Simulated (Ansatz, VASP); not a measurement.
**One calculation of Mo, two programs**

```
Mo
1.0
     2.71015    0.00000    0.00000
    -0.90338    2.55516    0.00000
     0.00000    0.00000   24.85130
Mo
5
Direct
  0.00000 0.00000 0.32559
  0.50000 0.50000 0.41049
  0.00000 0.00000 0.50000
  0.50000 0.50000 0.58951
  0.00000 0.00000 0.67441
```

Alike in both runs: functional PBEsol; k mesh 13 × 13 × 1; occupations fermi-dirac, width 0.08 eV; no spin polarisation.

Ansatz relaxed the structure, and its values are those at the end. VASP's run is a single point on that final structure, the one shown.

|  | VASP | Ansatz |
| --- | --- | --- |
| version | VASP 6.6.1 | Ansatz 0.2.0 |
| potentials or method | VASP PAW PBE potentials, release 64 (Mo_sv) | PAW with Ansatz's default frozen-core files, scalar-relativistic |
| plane-wave cutoff (eV) | 520 | 420 |
| valence electrons in the cell | 70 | 70 |

Ansatz gave:

* rms of the force components (eV/Å): 0.000

Q: What did VASP give for the same quantities?

A: rms of the force components (eV/Å): 0.012.

VASP's potentials were made for PBE, not for PBEsol. With one functional, cell and mesh, what is left measures potentials, basis and numerics. Ansatz's warnings: stress scf threshold loose.
